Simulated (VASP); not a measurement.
# Al2Cu in VASP: notebook, part 2 of 2

VASP 6.6.1. Earlier steps stand in the parts before.

**4. Single point, PBE (17.08 Å³/atom)**

This run uses another cell than the first one, of 17.08 Å³/atom.

File INCAR:

```
SYSTEM = Al2Cu
PREC = Accurate ; ENCUT = 520
EDIFF = 1E-7 ; ISMEAR = 0
SIGMA = 0.1 ; LREAL = .False.
LASPH = .True. ; NELM = 80
ALGO = Fast ; ISIF = 2
LWAVE = .False. ; LCHARG = .True.
GGA = PE ; LELF = .True.
LVHAR = .True. ; NBANDS = 16
```

File KPOINTS:

```
Automatic mesh
0
Gamma
  12 12 12
  0 0 0
```

File POSCAR:

```
Al2Cu
1.0
   -2.0847250930      2.0847250930      2.9482984841
    2.0847250930     -2.0847250930      2.9482984841
    2.0847250930      2.0847250930     -2.9482984841
Al Cu
2 1
Direct
    0.2500000000      0.7500000000      0.5000000000
    0.7500000000      0.2500000000      0.5000000000
    0.5000000000      0.5000000000      0.0000000000
```

Potentials or basis: VASP PAW PBE potentials, release 64 (Al, Cu).

Run with:

```sh
$ cat potpaw_PBE.64/Al/POTCAR potpaw_PBE.64/Cu/POTCAR > POTCAR
$ mpirun -np 1 vasp_std > vasp.out
```

OUTCAR:

```text
SYSTEM = Al2Cu
   PREC = Accurate
   ENCUT = 520
   EDIFF = 1E-7
   ISMEAR = 0
   LREAL = .False.
   LASPH = .True.
   NELM = 80
   ISIF = 2
   GGA = PE

 ion  position               nearest neighbor table
   1  0.250  0.750  0.500-   3 2.55   3 2.55   3 2.55   3 2.55   2 2.95   2 2.95   2 2.95   2 2.95
                             2 2.95   2 2.95
   2  0.750  0.250  0.500-   3 2.55   3 2.55   3 2.55   3 2.55   1 2.95   1 2.95   1 2.95   1 2.95
                             1 2.95   1 2.95
   3  0.500  0.500  0.000-   1 2.55   2 2.55   1 2.55   2 2.55   1 2.55   2 2.55   1 2.55   2 2.55

  LATTYP: Found a body centered tetragonal cell.
 ALAT       =     4.1694501860
[... 648 lines left out ...]
 [... further k-points ...]
[... 5 lines left out ...]
  --------------------------------------------------------------------------------------
  -------------------------------------------------------------------------------------
  Total       -1.5812278     -1.5812278     -1.5816186      0.0000000      0.0000000      0.0000000
  in kB      -49.4283361    -49.4283361    -49.4405526      0.0000000      0.0000000      0.0000000
  external PRESSURE =     -49.4324082 kB  Pullay stress =       0.0000000 kB

 VOLUME and BASIS-vectors are now :
 -----------------------------------------------------------------------------
  energy-cutoff  :      520.00
  volume of cell :       51.25
      direct lattice vectors                 reciprocal lattice vectors
    -2.084725093  2.084725093  2.948298484     0.000000000  0.239839776  0.169589342
     2.084725093 -2.084725093  2.948298484     0.239839776  0.000000000  0.169589342
     2.084725093  2.084725093 -2.948298484     0.239839776  0.239839776  0.000000000

 POSITION                                       TOTAL-FORCE (eV/Angst)
 -----------------------------------------------------------------------------------
      2.08473     -0.00000      1.47415        -0.000000      0.000000     -0.000000
     -0.00000      2.08473      1.47415         0.000000     -0.000000      0.000000
      0.00000      0.00000      2.94830         0.000000      0.000000      0.000000
 -----------------------------------------------------------------------------------
    total drift:                               -0.000000      0.000000     -0.000000

  FREE ENERGIE OF THE ION-ELECTRON SYSTEM (eV)
  ---------------------------------------------------
  free  energy   TOTEN  =       -11.7045510361 eV

  energy  without entropy=      -11.6987412610  energy(sigma->0) =      -11.70164615
```

OSZICAR:

```text
N       E                     dE             d eps       ncg     rms          rms(c)
DAV:   1     0.612665362962E+02    0.61267E+02   -0.67479E+03  5224   0.110E+03
DAV:   2    -0.113431015212E+02   -0.72610E+02   -0.63759E+02  5536   0.195E+02
DAV:   3    -0.138425374907E+02   -0.24994E+01   -0.24481E+01  7096   0.414E+01
[... 10 lines left out ...]
RMM:  14    -0.117045561707E+02   -0.22751E-04   -0.13503E-04  7301   0.106E-01    0.236E-02
RMM:  15    -0.117045582298E+02   -0.20591E-05   -0.22978E-05  7651   0.347E-02    0.245E-02
RMM:  16    -0.117045504574E+02    0.77723E-05   -0.16269E-05  6724   0.566E-02    0.125E-02
RMM:  17    -0.117045507485E+02   -0.29104E-06   -0.39685E-06  6673   0.125E-02    0.126E-02
RMM:  18    -0.117045509702E+02   -0.22175E-06   -0.85532E-07  6334   0.710E-03    0.138E-02
RMM:  19    -0.117045510361E+02   -0.65884E-07   -0.12268E-07  3882   0.447E-03
   1 F= -.11704551E+02 E0= -.11701646E+02  d E =-.580978E-02
```

stdout:

```text
POSCAR found type information on POSCAR AlCu
 POSCAR found :  2 types and       3 ions
 scaLAPACK will be used
 LDA part: xc-table for (Slater+PW92), standard interpolation
 POSCAR, INCAR and KPOINTS ok, starting setup
 FFT: planning ... GRIDC
 FFT: planning ... GRID_SOFT
 FFT: planning ... GRID
 WAVECAR not read
 entering main loop
```

Wall time 2 min (1 thread of Intel Xeon Platinum 8488C (Sapphire Rapids), shared host); peak memory 0.27 GiB.

Results:

```yaml
Free_energy: -11.7046 eV
Pressure: -4.9 GPa
Band_gap_on_the_k_mesh: zero (an odd number of electrons rules out a gap without spin polarisation)
```

Levels at points of the mesh, in eV from the Fermi level:
```tsv
k point	band 6	band 7	band 8	band 9	band 10	band 11	band 12	band 13
(0.00, 0.00, 0.00)	-3.73	2.70	2.70	2.70	2.94	2.94	2.94	3.48
(0.50, 0.00, 0.00)	-3.68	-3.68	0.65	0.65	2.79	2.79	3.32	4.14
(0.50, 0.50, 0.00)	-3.60	-3.50	-1.82	-1.82	0.07	1.61	8.82	9.91
(0.50, 0.50, 0.50)	-3.60	-3.50	-1.82	-1.82	0.07	1.61	8.82	9.91
```

Caveat: the cell stands under tension.

**5. Single point, PBE**

This run uses another cell than the first one: it holds 6 atoms, not 3.

File INCAR:

```
ALGO     = Fast           # electronic algorithm
EDIFF    = 1E-7           # SCF threshold, eV
ENCUT    = 520            # plane-wave cutoff, eV
GGA      = PE             # functional
ISIF     = 2              # what is computed and relaxed
ISMEAR   = 0              # smearing method
LASPH    = True           # aspherical terms in the spheres
LCHARG   = False          # write CHGCAR
LREAL    = False          # projectors in reciprocal space
LWAVE    = False          # write WAVECAR
NBANDS   = 26             # bands
NELM     = 100            # most SCF steps
PREC     = Accurate       # precision mode
SIGMA    = 0.2            # smearing width, eV
```

File KPOINTS:

```
k-points
0
Gamma
  6 6 6
```

File POSCAR:

```
Al2Cu
1.0
   -0.0043043042     -4.0909189169      0.0013443929
    2.0455039596     -2.0423604271     -2.8854369210
    6.1432409060     -2.0400539120      2.8888255610
Al Cu
4 2
Direct
    0.8761277401      0.8742372386      0.3752642652
    0.3749289211      0.3742054207      0.8754127856
    0.6249853437      0.6255509429      0.1248224604
    0.1240650554      0.1257430056      0.6249236132
    0.2506631342      0.2502621643      0.2498439912
    0.7492298055      0.7500012277      0.7497328846
```

Run with:

```sh
$ cat potpaw_PBE.64/Al/POTCAR potpaw_PBE.64/Cu/POTCAR > POTCAR
$ mpirun -np 1 vasp_std > vasp.out
```

Wall time 7.7 min (1 thread of Intel Xeon Platinum 8488C (Sapphire Rapids), shared host); peak memory 0.37 GiB.

Results (log left out):

```
Free energy            : -23.5033 eV
Pressure               : 0.1 GPa
Largest force          : 0.024 eV/Å
Band gap on the k mesh : zero (bands 17 and 18 overlap by 4.11 eV)
```

Forces in eV/Å, atoms in the order of the input:
```
Al   0.003  0.014 -0.016
Al  -0.004  0.010 -0.016
Al  -0.007 -0.011  0.003
Al  -0.015 -0.006  0.008
Cu   0.006  0.007  0.014
Cu   0.016 -0.015  0.008
```

Stress tensor (GPa, compression positive):
```
 0.06 -0.07  0.02
-0.07  0.03  0.09
 0.02  0.09  0.23
```

Levels at points of the mesh, in eV from the Fermi level:
```
           k point  band 13  band 14  band 15  band 16  band 17  band 18  band 19  band 20  band 21  band 22
(0.00, 0.00, 0.00)    -3.86     0.65     0.66     2.86     2.88     2.91     2.91     2.94     2.94     2.97
(0.50, 0.00, 0.00)    -3.78    -3.78    -2.09    -2.09    -0.93    -0.92     1.43     1.43     4.64     4.65
(0.00, 0.50, 0.00)    -3.79    -3.79    -2.06    -2.06    -0.94    -0.94     1.40     1.40     4.60     4.60
(0.50, 0.50, 0.00)    -3.77    -3.65    -1.93    -1.90     0.29     0.62     0.67     1.59     2.90     2.91
(0.00, 0.00, 0.50)    -1.93    -1.93     1.27     1.27     1.28     1.28     3.52     3.52     3.79     3.79
(0.50, 0.00, 0.50)    -3.77    -3.66    -1.91    -1.89     0.31     0.63     0.68     1.61     2.90     2.92
(0.00, 0.50, 0.50)    -3.77    -3.65    -1.94    -1.91     0.27     0.64     0.66     1.58     2.91     2.93
(0.50, 0.50, 0.50)    -3.78    -3.78    -2.08    -2.07    -0.94    -0.94     1.40     1.40     4.63     4.64
```

**6. Summary**

| cell | k mesh | smearing | gap on the mesh (eV) | pressure (GPa) |
| --- | --- | --- | --- | --- |
| a = 4.089 Å, angles 120.0, 120.0, 90.0°, 3 atoms, atomic positions A | 12 × 12 × 12 | gaussian 0.1 eV | none | 0.1 |
| a = 4.130 Å, angles 120.0, 120.0, 90.0°, 3 atoms, atomic positions A | 12 × 12 × 12 | gaussian 0.1 eV | none | -2.5 |
| a = 4.169 Å, angles 120.0, 120.0, 90.0°, 3 atoms, atomic positions A | 12 × 12 × 12 | gaussian 0.1 eV | none | -4.9 |
| a = 4.091, b = 4.084, c = 7.088 Å, angles 73.1, 73.3, 60.0°, 6 atoms, atomic positions B | 6 × 6 × 6 | gaussian 0.2 eV | none | 0.1 |

Alike in all rows: task single point; level PBE; potentials or basis VASP PAW PBE potentials, release 64 (Al, Cu); no spin polarisation; cutoff (eV) 520.

Caveats: the cell stands under tension (at least some runs).

Absolute energies hang on the potentials; compare differences alone.
